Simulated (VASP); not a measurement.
# Zn (P6_3/mmc) in VASP: notebook, part 2 of 2

VASP 6.6.1. Earlier steps stand in the parts before.

### Step 4. Vibrations by perturbation theory, PBEsol

This run uses another cell than the first one, of 15.79 Å³/atom, 1.062 times its volume.

INCAR reads:

```
PREC = Accurate
ENCUT = 520
EDIFF = 1E-8
ISMEAR = 0
SIGMA = 0.1
LREAL = F
LASPH = T
NELM = 80
ALGO = Normal
ISIF = 2
LWAVE = F
LCHARG = F
GGA = PS
NBANDS = 19
IBRION = 8
NSW = 1
```

KPOINTS reads:

```
Automatic mesh
0
Gamma
  14 14 7
```

POSCAR reads:

```
Zn
1.0
    2.6964373629      0.0000000000      0.0000000000
   -1.3482186815      2.3351834296      0.0000000000
    0.0000000000      0.0000000000      5.0151715147
Zn
2
Direct
    0.3333333333      0.6666666667      0.2500000000
    0.6666666667      0.3333333333      0.7500000000
```

Potentials or basis: VASP PAW PBE potentials, release 64 (Zn).

On the command line:

```
> cat potpaw_PBE.64/Zn/POTCAR > POTCAR
> mpirun -np 1 vasp_std > vasp.out
```

OUTCAR:

```text
PREC = Accurate
   ENCUT = 520
   EDIFF = 1E-8
   ISMEAR = 0
   LREAL = F
   LASPH = T
   NELM = 80
   ISIF = 2
   GGA = PS
   IBRION = 8
   NSW = 1

 ion  position               nearest neighbor table
   1  0.333  0.667  0.250-   2 2.95   2 2.95   2 2.95   2 2.95   2 2.95   2 2.95
   2  0.667  0.333  0.750-   1 2.95   1 2.95   1 2.95   1 2.95   1 2.95   1 2.95

  LATTYP: Found a hexagonal cell.
 ALAT       =     2.6964373629
 C/A-ratio  =     1.8599250936

  Lattice vectors:

 A1 = (   2.6964373629,   0.0000000000,   0.0000000000)
 A2 = (  -1.3482186815,   2.3351834296,   0.0000000000)
 A3 = (   0.0000000000,   0.0000000000,   5.0151715147)

Analysis of symmetry for initial positions (statically):
=====================================================================
 Subroutine PRICEL returns:
 Original cell was already a primitive cell.

 Routine SETGRP: Setting up the symmetry group for a
 hexagonal supercell.

 Subroutine GETGRP returns: Found 24 space group operations
 (whereof 12 operations were pure point group operations)
 out of a pool of 24 trial point group operations.

The static configuration has the point symmetry D_3d.
 The point group associated with its full space group is D_6h.

Analysis of symmetry for dynamics (positions and initial velocities):
=====================================================================
 Subroutine PRICEL returns:
 Original cell was already a primitive cell.

 Routine SETGRP: Setting up the symmetry group for a
 hexagonal supercell.

 Subroutine GETGRP returns: Found 24 space group operations
 (whereof 12 operations were pure point group operations)
 out of a pool of 24 trial point group operations.

The dynamic configuration has the point symmetry D_3d.
 The point group associated with its full space group is D_6h.

 Subroutine INISYM returns: Found 24 space group operations
 (whereof 12 operations are pure point group operations),
 and found     1 'primitive' translations

----------------------------------------------------------------------------------------

                                     Primitive cell

  volume of cell :      31.5789

  direct lattice vectors                    reciprocal lattice vectors
     2.696437363  0.000000000  0.000000000     0.370859718  0.214115942  0.000000000
    -1.348218681  2.335183430  0.000000000     0.000000000  0.428231884  0.000000000
     0.000000000  0.000000000  5.015171515     0.000000000  0.000000000  0.199394975

  length of vectors
     2.696437363  2.696437513  5.015171515     0.428231908  0.428231884  0.199394975

  position of ions in fractional coordinates (direct lattice)
     0.333333333  0.666666667  0.250000000
     0.666666667  0.333333333  0.750000000

  ion indices of the primitive-cell ions
   primitive index   ion index
                 1           1
[... 134 lines left out ...]
      2      -5.7446      2.00000
      3      -5.0938      2.00000
      4      -4.8771      2.00000
      5      -4.8771      2.00000
      6      -4.8310      2.00000
[... 505 lines left out ...]
      6      -4.8733      2.00000
[... 11 lines left out ...]
     18       9.6195      0.00000
     19      11.7156      0.00000

 [... further k-points ...]
[... 5 lines left out ...]
  --------------------------------------------------------------------------------------
  -------------------------------------------------------------------------------------
  Total       -1.4575478     -1.4575481     -1.3048550      0.0000000      0.0000000      0.0000000
  in kB      -73.9496761    -73.9496871    -66.2027017      0.0000000      0.0000000      0.0000000
  external PRESSURE =     -71.3673550 kB  Pullay stress =       0.0000000 kB

 VOLUME and BASIS-vectors are now :
 -----------------------------------------------------------------------------
  energy-cutoff  :      520.00
  volume of cell :       31.58
      direct lattice vectors                 reciprocal lattice vectors
     2.696437363  0.000000000  0.000000000     0.370859718  0.214115942  0.000000000
    -1.348218681  2.335183430  0.000000000     0.000000000  0.428231884  0.000000000
     0.000000000  0.000000000  5.015171515     0.000000000  0.000000000  0.199394975

 POSITION                                       TOTAL-FORCE (eV/Angst)
 -----------------------------------------------------------------------------------
     -0.00000      1.55679      1.25379         0.000000     -0.000000      0.000000
      1.34822      0.77839      3.76138        -0.000000      0.000000      0.000000
 -----------------------------------------------------------------------------------
    total drift:                                0.000000     -0.000000      0.000000

  FREE ENERGIE OF THE ION-ELECTRON SYSTEM (eV)
  ---------------------------------------------------
  free  energy   TOTEN  =        -3.0870297213 eV

  energy  without entropy=       -3.0835578472  energy(sigma->0) =       -3.08529378

[... ionic steps 2 to 3 ...]

--------------------------------------- Ionic step        4  -------------------------------------------

------------------------ aborting loop because EDIFF is reached ----------------------------------------

[... ionic steps 5 to 5 ...]

--------------------------------------- Ionic step        6  -------------------------------------------

 Free energy of the ion-electron system (eV)
  ---------------------------------------------------
  ---------------------------------------------------
  free energy    TOTEN  =        -0.22078838 eV

  energy without entropy =       -0.22078838

------------------------ aborting loop because EDIFF is reached ----------------------------------------

 INTERNAL STRAIN TENSOR  FOR ION    1  DIRECTION 3   (eV/Angst):
 -----------------------------------------------------------------------------
     0.00182 -0.00000  0.00000
     0.00000  0.00182 -0.00000
     0.00000 -0.00000  0.00201

 INTERNAL STRAIN TENSOR FOR ION    2 for displacements in x,y,z  (eV/Angst):
          X           Y           Z          XY          YZ          ZX
  --------------------------------------------------------------------------------
  x     0.00000    -0.00000    -0.00000    -0.17170     0.00000     0.00000
  y    -0.17170     0.17170    -0.00000    -0.00000     0.00000     0.00000
  z     0.00000    -0.00000     0.00000    -0.00000    -0.00000    -0.00000

 SECOND DERIVATIVES (NOT SYMMETRIZED)
 ------------------------------------
               1X          1Y          1Z          2X          2Y          2Z
  1X    -0.396214    0.000000    0.000000    0.396214   -0.000000    0.000000
  1Y     0.000000   -0.396214    0.000000   -0.000000    0.396214    0.000000
  1Z    -0.000000    0.000000   -1.536907    0.000000    0.000000    1.536907
  2X     0.396214   -0.000000    0.000000   -0.396214    0.000000    0.000000
  2Y    -0.000000    0.396214    0.000000    0.000000   -0.396214    0.000000
  2Z     0.000000    0.000000    1.536907   -0.000000    0.000000   -1.536907

 Eigenvectors and eigenvalues of the dynamical matrix
 ----------------------------------------------------

   1 f  =    3.389486 THz    21.296770 2PiTHz  113.061090 cm-1    14.017782 meV
             X         Y         Z           dx          dy          dz
     -0.000000  1.556789  1.253793    -0.000000    0.000000   -0.707107
      1.348219  0.778394  3.761379     0.000000    0.000000    0.707107
[... 11 lines left out ...]
   4 f  =    0.000000 THz     0.000000 2PiTHz    0.000000 cm-1     0.000000 meV
             X         Y         Z           dx          dy          dz
     -0.000000  1.556789  1.253793     0.000000    0.000000    0.707107
      1.348219  0.778394  3.761379    -0.000000    0.000000    0.707107

   5 f/i=    0.000000 THz     0.000000 2PiTHz    0.000000 cm-1     0.000000 meV
             X         Y         Z           dx          dy          dz
     -0.000000  1.556789  1.253793    -0.173620    0.685461   -0.000000
      1.348219  0.778394  3.761379    -0.173620    0.685461    0.000000

   6 f/i=    0.000000 THz     0.000000 2PiTHz    0.000001 cm-1     0.000000 meV
             X         Y         Z           dx          dy          dz
     -0.000000  1.556789  1.253793    -0.685461   -0.173620   -0.000000
      1.348219  0.778394  3.761379    -0.685461   -0.173620    0.000000

--------------------------------------------------------------------------------------------------------

 ELASTIC MODULI CONTR FROM IONIC RELAXATION (kBar)
 Direction    XX          YY          ZZ          XY          YZ          ZX
 --------------------------------------------------------------------------------
 XX          -3.7751      3.7751     -0.0000      0.0000      0.0000      0.0000
 YY           3.7751     -3.7751      0.0000      0.0000     -0.0000     -0.0000
 ZZ          -0.0000      0.0000     -0.0000     -0.0000      0.0000      0.0000
 XY           0.0000      0.0000     -0.0000     -3.7751     -0.0000     -0.0000
 YZ           0.0000     -0.0000      0.0000     -0.0000     -0.0000     -0.0000
 ZX           0.0000     -0.0000      0.0000     -0.0000     -0.0000     -0.0000
 --------------------------------------------------------------------------------
```

stdout:

```text
POSCAR found type information on POSCAR Zn
 POSCAR found :  1 types and       2 ions
 scaLAPACK will be used
 -----------------------------------------------------------------------------
|                                                                             |
|                                                                             |
|     You enforced a specific xc type in the INCAR file but a different       |
|     I HOPE YOU KNOW WHAT YOU ARE DOING!                                     |
|                                                                             |
 -----------------------------------------------------------------------------

 LDA part: xc-table for (Slater+PW92), standard interpolation
 POSCAR, INCAR and KPOINTS ok, starting setup
 FFT: planning ... GRIDC
 FFT: planning ... GRID_SOFT
 FFT: planning ... GRID
 WAVECAR not read
 entering main loop
 Linear response reoptimize wavefunctions to high precision
 Linear response DOF=           2
 Linear response progress:
 first order change of Fermi-energy  -0.13031E-04
 force on displaced ion       1 direction 1 :  -0.396   0.000   0.000
 Linear response progress:
 first order change of Fermi-energy   0.19210E-04
 force on displaced ion       1 direction 3 :  -0.000   0.000  -1.537
 Linear response finished
```

It took 2.8 min on 1 thread of Intel Xeon 6975P-C (Granite Rapids), shared host; peak memory 0.51 GiB.

What came out:

```
Highest phonon frequency at Γ : 113 cm⁻¹
```

Phonon frequencies in cm⁻¹ (negative: imaginary):
```
              q point      frequencies
(0.000, 0.000, 0.000)  0 0 0 57 57 113
```

Caveat: the cell wasn't relaxed at this level first, which shifts response properties; the PAW data sets were made with another functional, which shifts forces and pressure a little.
